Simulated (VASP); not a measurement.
# SnSe (Cmcm) in VASP: a series of runs

SnSe is run at these levels: PBE; tasks: electric field gradients, single point.

All numbers are computed with VASP 6.6.1; they aren't measurements. Logs are shortened: lines on timing, memory, paths and dates and some standing lists are left out, and cuts for length are marked.

**1. The cell of the first run**

It takes space group Cmcm (No. 63, orthorhombic). Conventional cell: a = 4.310 Å, b = 11.705 Å, c = 4.318 Å, α = 90.00°, β = 90.00°, γ = 90.00°. Sn (site symmetry m2m) has 5 Se at 2.76 to 3.06 Å and 2 Sn at 3.54 Å within 3.6 Å. Se (site symmetry m2m) has 5 Sn at 2.76 to 3.06 Å within 3.6 Å.

**2. Electric field gradients, PBE**

INCAR reads:

```
ALGO = Normal
EDIFF = 1E-8
ENCUT = 520
GGA = PE
ISIF = 2
ISMEAR = -1
LASPH = T
LCHARG = F
LEFG = T
LREAL = F
LWAVE = F
NBANDS = 28
NELM = 80
PREC = Accurate
SIGMA = 0.03
```

KPOINTS reads:

```
k-points
0
Gamma
  7 7 6
```

POSCAR reads:

```
SnSe
1.0
    2.1550000000     -5.8525000000      0.0000000000
    2.1550000000      5.8525000000      0.0000000000
    0.0000000000      0.0000000000      4.3180000000
Sn Se
2 2
Direct
    0.8800000000      0.1200000000      0.2500000000
    0.1200000000      0.8800000000      0.7500000000
    0.6440000000      0.3560000000      0.2500000000
    0.3560000000      0.6440000000      0.7500000000
```

Potentials or basis: VASP PAW PBE potentials, release 64 (Sn_d, Se).

Run with:

```sh
$ cat potpaw_PBE.64/Sn_d/POTCAR potpaw_PBE.64/Se/POTCAR > POTCAR
$ mpirun -np 1 vasp_std > vasp.out
```

OUTCAR:

```text
EDIFF = 1E-8
   ENCUT = 520
   GGA = PE
   ISIF = 2
   ISMEAR = -1
   LASPH = T
   LREAL = F
   NELM = 80
   PREC = Accurate

 ion  position               nearest neighbor table
   1  0.880  0.120  0.250-   3 2.76   4 3.06   4 3.06   4 3.06   4 3.06   2 3.54   2 3.54
   2  0.120  0.880  0.750-   4 2.76   3 3.06   3 3.06   3 3.06   3 3.06   1 3.54   1 3.54
   3  0.644  0.356  0.250-   1 2.76   2 3.06   2 3.06   2 3.06   2 3.06
   4  0.356  0.644  0.750-   2 2.76   1 3.06   1 3.06   1 3.06   1 3.06

  LATTYP: Found a base centered orthorhombic cell.
 ALAT       =     4.3100000000
 B/A-ratio  =     2.7157772622
 C/A-ratio  =     1.0018561485

  Lattice vectors:

 A1 = (   2.1550000000,  -5.8525000000,   0.0000000000)
 A2 = (   2.1550000000,   5.8525000000,   0.0000000000)
 A3 = (   0.0000000000,   0.0000000000,   4.3180000000)

Analysis of symmetry for initial positions (statically):
=====================================================================
 Subroutine PRICEL returns:
 Original cell was already a primitive cell.

 Routine SETGRP: Setting up the symmetry group for a
 base centered orthorhombic supercell.

 Subroutine GETGRP returns: Found  8 space group operations
 (whereof  4 operations were pure point group operations)
 out of a pool of  8 trial point group operations.

The static configuration has the point symmetry C_2h.
 The point group associated with its full space group is D_2h.

Analysis of symmetry for dynamics (positions and initial velocities):
=====================================================================
 Subroutine PRICEL returns:
 Original cell was already a primitive cell.

 Routine SETGRP: Setting up the symmetry group for a
 base centered orthorhombic supercell.

 Subroutine GETGRP returns: Found  8 space group operations
 (whereof  4 operations were pure point group operations)
 out of a pool of  8 trial point group operations.

The dynamic configuration has the point symmetry C_2h.
 The point group associated with its full space group is D_2h.

 Subroutine INISYM returns: Found  8 space group operations
 (whereof  4 operations are pure point group operations),
 and found     1 'primitive' translations

----------------------------------------------------------------------------------------
[... 142 lines left out ...]
  energy without entropy =      -16.36594424  energy(sigma->0) =      -16.36595017

 E-fermi :   5.4269     XC(G=0):  -9.6405

 val. band max:        5.2161241886   @ k =  -0.4286   0.4286   0.3333
 cond. band min:       5.6404965608   @ k =  -0.4286   0.4286   0.3333
 fundamental gap:      0.4243723722
 Fermi energy:         5.4269280095

 k-point     1 :       0.0000    0.0000    0.0000
  band No.  band energies     occupation
      1     -16.1987      2.00000
      2     -16.1973      2.00000
      3     -16.1863      2.00000
      4     -16.1816      2.00000
      5     -16.1766      2.00000
      6     -16.1595      2.00000
[... 733 lines left out ...]
     27      11.7259      0.00000
     28      12.7487      0.00000

 [... further k-points ...]

------------------------ aborting loop because EDIFF is reached ----------------------------------------

  FORCE on cell =-STRESS in cart. coord.  units (eV):
  Direction    XX          YY          ZZ          XY          YZ          ZX
  --------------------------------------------------------------------------------------
  -------------------------------------------------------------------------------------
  Total       -0.5979750      0.1395245     -0.5495670      0.0000000      0.0000000      0.0000000
  in kB       -8.7961424      2.0523899     -8.0840675      0.0000000      0.0000000      0.0000000
  external PRESSURE =      -4.9426067 kB  Pullay stress =       0.0000000 kB

 VOLUME and BASIS-vectors are now :
 -----------------------------------------------------------------------------
  energy-cutoff  :      520.00
  volume of cell :      108.92
      direct lattice vectors                 reciprocal lattice vectors
     2.155000000 -5.852500000  0.000000000     0.232018561 -0.085433575  0.000000000
     2.155000000  5.852500000  0.000000000     0.232018561  0.085433575  0.000000000
     0.000000000  0.000000000  4.318000000     0.000000000  0.000000000  0.231588698

 POSITION                                       TOTAL-FORCE (eV/Angst)
 -----------------------------------------------------------------------------------
      2.15500     -4.44790      1.07950         0.000000      0.263993      0.000000
      2.15500      4.44790      3.23850         0.000000     -0.263993     -0.000000
      2.15500     -1.68552      1.07950         0.000000     -0.050995     -0.000000
      2.15500      1.68552      3.23850         0.000000      0.050995     -0.000000
 -----------------------------------------------------------------------------------
    total drift:                               -0.000000     -0.000000      0.000000

  FREE ENERGIE OF THE ION-ELECTRON SYSTEM (eV)
  ---------------------------------------------------
  free  energy   TOTEN  =       -16.3659561082 eV

  energy  without entropy=      -16.3659442386  energy(sigma->0) =      -16.36595017

 Electric field gradients (V/A^2)
---------------------------------------------------------------------
 ion       V_xx      V_yy      V_zz      V_xy      V_xz      V_yz
---------------------------------------------------------------------
   1      65.626  -120.384    54.758    -0.000    -0.000     0.000
   2      65.626  -120.384    54.758    -0.000     0.000     0.000
   3       2.146     0.772    -2.919     0.000     0.000     0.000
   4       2.146     0.772    -2.919    -0.000    -0.000     0.000
---------------------------------------------------------------------

 Electric field gradients after diagonalization (V/A^2)
 (convention: |V_zz| > |V_xx| > |V_yy|)
----------------------------------------------------------------------
 ion       V_xx      V_yy      V_zz     asymmetry (V_yy - V_xx)/ V_zz
----------------------------------------------------------------------
   1      65.626    54.758  -120.384       0.090
   2      65.626    54.758  -120.384       0.090
   3       2.146     0.772    -2.919       0.471
   4       2.146     0.772    -2.919       0.471
----------------------------------------------------------------------

           NMR quadrupolar parameters

 Cq : quadrupolar parameter    Cq=e*Q*V_zz/h
 eta: asymmetry parameters     (V_yy - V_xx)/ V_zz
 Q  : nuclear electric quadrupole moment in mb (millibarn)
----------------------------------------------------------------------
 ion       Cq(MHz)       eta       Q (mb)
----------------------------------------------------------------------
   1      -0.291       0.090       1.000
   2      -0.291       0.090       1.000
   3      -0.007       0.471       1.000
   4      -0.007       0.471       1.000
----------------------------------------------------------------------
```

It took 2.2 min on 1 thread of AMD EPYC 9R45 (Zen 5), shared host; peak memory 0.32 GiB.

What came out:

| Property | Result |
| --- | --- |
| Free energy | -16.3660 eV |
| Pressure | -0.5 GPa |
| Largest force | 0.264 eV/Å |
| Band gap on the k mesh | 0.42 eV |
| Largest electric field gradient by atom | Sn -120.4; Se -2.9 V/Å² |

Forces in eV/Å, atoms in the order of the input:
```
Sn   0.000  0.264  0.000
Sn   0.000 -0.264  0.000
Se   0.000 -0.051  0.000
Se   0.000  0.051  0.000
```

Electric field gradients, principal values (V/Å²):
```tsv
atom	least	middle	greatest (by size)
1 Sn	54.758	65.626	-120.384
2 Sn	54.758	65.626	-120.384
3 Se	0.772	2.146	-2.919
4 Se	0.772	2.146	-2.919
```

Caveat: without QUAD_EFG the Cq values of the log hold for a quadrupole moment of 1 mb, not for the nuclei; spin-orbit coupling is left out, which moves the levels of the heavy elements; an odd mesh through Γ misses points on the zone boundary, where band edges can lie.

**3. Electric field gradients, PBE**

INCAR reads:

```
SYSTEM = SnSe
ALGO     = Normal         ! electronic algorithm
EDIFF    = 1E-8           ! SCF threshold, eV
ENCUT    = 520            ! plane-wave cutoff, eV
GGA      = PE             ! functional
ISIF     = 2              ! what is computed and relaxed
ISMEAR   = -1             ! smearing method
LASPH    = .TRUE.         ! aspherical terms in the spheres
LCHARG   = .FALSE.        ! write CHGCAR
LEFG     = .TRUE.       
LREAL    = .FALSE.        ! projectors in reciprocal space
LWAVE    = .FALSE.        ! write WAVECAR
NBANDS   = 28             ! bands
NELM     = 80             ! most SCF steps
PREC     = Accurate       ! precision mode
SIGMA    = 0.03           ! smearing width, eV
```

KPOINTS reads:

```
k-points
0
G
  7 7 6
  0 0 0
```

POSCAR is that of step 2.

Potentials or basis: VASP PAW PBE potentials, release 64 (Sn_d, Se).

Run with:

```sh
$ cat potpaw_PBE.64/Sn_d/POTCAR potpaw_PBE.64/Se/POTCAR > POTCAR
$ mpirun -np 1 vasp_std > vasp.out
```

OUTCAR:

```text
SYSTEM = SnSe
   EDIFF = 1E-8
   ENCUT = 520
   GGA = PE
   ISIF = 2
   ISMEAR = -1
   LASPH = .TRUE.
   LREAL = .FALSE.
   NELM = 80
   PREC = Accurate

 ion  position               nearest neighbor table
   1  0.880  0.120  0.250-   3 2.76   4 3.06   4 3.06   4 3.06   4 3.06   2 3.54   2 3.54
   2  0.120  0.880  0.750-   4 2.76   3 3.06   3 3.06   3 3.06   3 3.06   1 3.54   1 3.54
   3  0.644  0.356  0.250-   1 2.76   2 3.06   2 3.06   2 3.06   2 3.06
   4  0.356  0.644  0.750-   2 2.76   1 3.06   1 3.06   1 3.06   1 3.06

  LATTYP: Found a base centered orthorhombic cell.
 ALAT       =     4.3100000000
 B/A-ratio  =     2.7157772622
 C/A-ratio  =     1.0018561485

  Lattice vectors:

 A1 = (   2.1550000000,  -5.8525000000,   0.0000000000)
 A2 = (   2.1550000000,   5.8525000000,   0.0000000000)
 A3 = (   0.0000000000,   0.0000000000,   4.3180000000)

Analysis of symmetry for initial positions (statically):
=====================================================================
 Subroutine PRICEL returns:
 Original cell was already a primitive cell.

 Routine SETGRP: Setting up the symmetry group for a
 base centered orthorhombic supercell.

 Subroutine GETGRP returns: Found  8 space group operations
 (whereof  4 operations were pure point group operations)
 out of a pool of  8 trial point group operations.

The static configuration has the point symmetry C_2h.
 The point group associated with its full space group is D_2h.

Analysis of symmetry for dynamics (positions and initial velocities):
=====================================================================
 Subroutine PRICEL returns:
 Original cell was already a primitive cell.

 Routine SETGRP: Setting up the symmetry group for a
 base centered orthorhombic supercell.

 Subroutine GETGRP returns: Found  8 space group operations
 (whereof  4 operations were pure point group operations)
 out of a pool of  8 trial point group operations.

The dynamic configuration has the point symmetry C_2h.
 The point group associated with its full space group is D_2h.

 Subroutine INISYM returns: Found  8 space group operations
 (whereof  4 operations are pure point group operations),
 and found     1 'primitive' translations

----------------------------------------------------------------------------------------

                                     Primitive cell

  volume of cell :     108.9184

  direct lattice vectors                    reciprocal lattice vectors
     2.155000000 -5.852500000  0.000000000     0.232018561 -0.085433575  0.000000000
     2.155000000  5.852500000  0.000000000     0.232018561  0.085433575  0.000000000
     0.000000000  0.000000000  4.318000000     0.000000000  0.000000000  0.231588698

  length of vectors
     6.236648238  6.236648238  4.318000000     0.247247869  0.247247869  0.231588698

  position of ions in fractional coordinates (direct lattice)
     0.880000000  0.120000000  0.250000000
     0.120000000  0.880000000  0.750000000
     0.644000000  0.356000000  0.250000000
     0.356000000  0.644000000  0.750000000
[... 93 lines left out ...]
   EFERMI =   0.00;   METHOD = LEGACY
   ISMEAR =    -1;   SIGMA  =   0.03  broadening in eV -4-tet -1-fermi 0-gaus
   EFERMI_NEDOS =   21; number of points for ismear=-14 and -15
   IALGO  =     38    algorithm
   IMIX   =      4    mixing-type and parameters
     AMIX     =   0.40;   BMIX     =  1.00
     AMIX_MAG =   1.60;   BMIX_MAG =  1.00
  volume/ion in A,a.u.               =      27.23       183.75
  Fermi-wavevector in a.u.,A,eV,Ry     =   1.172360  2.215439 18.700233  1.374428
  Thomas-Fermi vector in A             =   2.308790
   LORBIT       =      0    0 simple, 1 ext, 2 COOP (PROOUT), +10 PAW based schemes
   GGA     = PE    functional components
   LHFCALC =     F    Hartree Fock is set to
   AEXX    =    0.0000 exact exchange contribution
   IVDW    =     0    specifies the selected vdW correction
   LEPSILON=     F    determine dielectric tensor
   LRPA    =     F    only Hartree local field effects (RPA)
 non-spin polarized calculation
  energy-cutoff  :      520.00
  volume of cell :      108.92
 maximum number of plane-waves:      2958
   NGX = 23   NGY = 23   NGZ = 17

 number of electron      40.0000007 magnetization

 Free energy of the ion-electron system (eV)
  ---------------------------------------------------
  ext. energy  EPLUGINS =         0.00000000
  ---------------------------------------------------
  free energy    TOTEN  =       -16.36595611 eV

  energy without entropy =      -16.36594424  energy(sigma->0) =      -16.36595017

 E-fermi :   5.4269     XC(G=0):  -9.6405

 val. band max:        5.2161241886   @ k =  -0.4286   0.4286   0.3333
 cond. band min:       5.6404965608   @ k =  -0.4286   0.4286   0.3333
 fundamental gap:      0.4243723722
 Fermi energy:         5.4269280095

 k-point     1 :       0.0000    0.0000    0.0000
  band No.  band energies     occupation
      1     -16.1987      2.00000
      2     -16.1973      2.00000
      3     -16.1863      2.00000
      4     -16.1816      2.00000
      5     -16.1766      2.00000
      6     -16.1595      2.00000
[... 733 lines left out ...]
     27      11.7259      0.00000
     28      12.7487      0.00000

 [... further k-points ...]

------------------------ aborting loop because EDIFF is reached ----------------------------------------

  FORCE on cell =-STRESS in cart. coord.  units (eV):
  Direction    XX          YY          ZZ          XY          YZ          ZX
  --------------------------------------------------------------------------------------
  -------------------------------------------------------------------------------------
  Total       -0.5979750      0.1395245     -0.5495670      0.0000000      0.0000000      0.0000000
  in kB       -8.7961424      2.0523899     -8.0840675      0.0000000      0.0000000      0.0000000
  external PRESSURE =      -4.9426067 kB  Pullay stress =       0.0000000 kB

 VOLUME and BASIS-vectors are now :
 -----------------------------------------------------------------------------
  energy-cutoff  :      520.00
  volume of cell :      108.92
      direct lattice vectors                 reciprocal lattice vectors
     2.155000000 -5.852500000  0.000000000     0.232018561 -0.085433575  0.000000000
     2.155000000  5.852500000  0.000000000     0.232018561  0.085433575  0.000000000
     0.000000000  0.000000000  4.318000000     0.000000000  0.000000000  0.231588698

 POSITION                                       TOTAL-FORCE (eV/Angst)
 -----------------------------------------------------------------------------------
      2.15500     -4.44790      1.07950         0.000000      0.263993      0.000000
      2.15500      4.44790      3.23850         0.000000     -0.263993     -0.000000
      2.15500     -1.68552      1.07950         0.000000     -0.050995     -0.000000
      2.15500      1.68552      3.23850         0.000000      0.050995     -0.000000
 -----------------------------------------------------------------------------------
    total drift:                               -0.000000     -0.000000      0.000000

  FREE ENERGIE OF THE ION-ELECTRON SYSTEM (eV)
  ---------------------------------------------------
  free  energy   TOTEN  =       -16.3659561082 eV

  energy  without entropy=      -16.3659442386  energy(sigma->0) =      -16.36595017

 Electric field gradients (V/A^2)
---------------------------------------------------------------------
 ion       V_xx      V_yy      V_zz      V_xy      V_xz      V_yz
---------------------------------------------------------------------
   1      65.626  -120.384    54.758    -0.000    -0.000     0.000
   2      65.626  -120.384    54.758    -0.000     0.000     0.000
   3       2.146     0.772    -2.919     0.000     0.000     0.000
   4       2.146     0.772    -2.919    -0.000    -0.000     0.000
---------------------------------------------------------------------

 Electric field gradients after diagonalization (V/A^2)
 (convention: |V_zz| > |V_xx| > |V_yy|)
----------------------------------------------------------------------
 ion       V_xx      V_yy      V_zz     asymmetry (V_yy - V_xx)/ V_zz
----------------------------------------------------------------------
   1      65.626    54.758  -120.384       0.090
   2      65.626    54.758  -120.384       0.090
   3       2.146     0.772    -2.919       0.471
   4       2.146     0.772    -2.919       0.471
----------------------------------------------------------------------

           NMR quadrupolar parameters

 Cq : quadrupolar parameter    Cq=e*Q*V_zz/h
 eta: asymmetry parameters     (V_yy - V_xx)/ V_zz
 Q  : nuclear electric quadrupole moment in mb (millibarn)
----------------------------------------------------------------------
 ion       Cq(MHz)       eta       Q (mb)
----------------------------------------------------------------------
   1      -0.291       0.090       1.000
   2      -0.291       0.090       1.000
   3      -0.007       0.471       1.000
   4      -0.007       0.471       1.000
----------------------------------------------------------------------
```

It took 2.3 min on 1 thread of AMD EPYC 9R45 (Zen 5), shared host; peak memory 0.33 GiB.

Results:

| Quantity | Value |
| --- | --- |
| Free energy | -16.3660 eV |
| Pressure | -0.5 GPa |
| Largest force | 0.264 eV/Å |
| Band gap on the k mesh | 0.42 eV |
| Largest electric field gradient by atom | Sn -120.4; Se -2.9 V/Å² |

Forces on the atoms (eV/Å):
```
Sn   0.000  0.264  0.000
Sn   0.000 -0.264  0.000
Se   0.000 -0.051  0.000
Se   0.000  0.051  0.000
```

Stress tensor (GPa, compression positive):
```
-0.88  0.00  0.00
 0.00  0.21  0.00
 0.00  0.00 -0.81
```

Electric field gradients, principal values (V/Å²):
```csv
atom,least,middle,greatest (by size)
1 Sn,54.758,65.626,-120.384
2 Sn,54.758,65.626,-120.384
3 Se,0.772,2.146,-2.919
4 Se,0.772,2.146,-2.919
```

Caveat: without QUAD_EFG the Cq values of the log hold for a quadrupole moment of 1 mb, not for the nuclei; spin-orbit coupling is left out, which moves the levels of the heavy elements; an odd mesh through Γ misses points on the zone boundary, where band edges can lie.

**4. Single point, PBE**

POSCAR is that of step 3.

INCAR.step1 reads:

```
SYSTEM = SnSe
ALGO = Normal
EDIFF = 1E-6
ENCUT = 520
GGA = PE
ISIF = 2
ISMEAR = -1
LASPH = .TRUE.
LCHARG = .TRUE.
LREAL = .FALSE.
LWAVE = .FALSE.
NBANDS = 28
NELM = 60
PREC = Accurate
SIGMA = 0.03
```

KPOINTS.step1 reads:

```
k-points
0
G
  7 7 6
  0 0 0
```

INCAR.step2 reads:

```
SYSTEM = SnSe
ALGO = Normal
EDIFF = 1E-6
ENCUT = 520
GGA = PE
ICHARG = 11
ISIF = 2
ISMEAR = -5
LASPH = .TRUE.
LCHARG = .FALSE.
LORBIT = 10
LREAL = .FALSE.
LWAVE = .FALSE.
NEDOS = 2001
NELM = 60
PREC = Accurate
SIGMA = 0.03
```

KPOINTS.step2 reads:

```
k-points
0
G
  11 11 9
  0 0 0
```

Run with:

```sh
$ cat potpaw_PBE.64/Sn_d/POTCAR potpaw_PBE.64/Se/POTCAR > POTCAR
$ cp INCAR.step1 INCAR
$ cp KPOINTS.step1 KPOINTS
$ mpirun -np 1 vasp_std > vasp.out
$ cp INCAR.step2 INCAR
$ cp KPOINTS.step2 KPOINTS
$ mpirun -np 1 vasp_std > vasp.out
```

Wall time 4.7 min (1 thread of AMD EPYC 9R45 (Zen 5), shared host); peak memory 0.52 GiB.

Results (log left out):

| Property | Result |
| --- | --- |
| Valence electrons inside the program's atomic spheres | Sn 12.04; Se 3.80 |

Levels at points of the mesh, in eV from the valence-band top:
| k point | band 18 | band 19 | band 20 | band 21 | band 22 | band 23 |
| --- | --- | --- | --- | --- | --- | --- |
| (0.00, 0.00, 0.00) | -2.23 | -1.54 | -0.59 | 3.64 | 3.76 | 3.83 |

Caveat: spin-orbit coupling is left out, which moves the levels of the heavy elements.
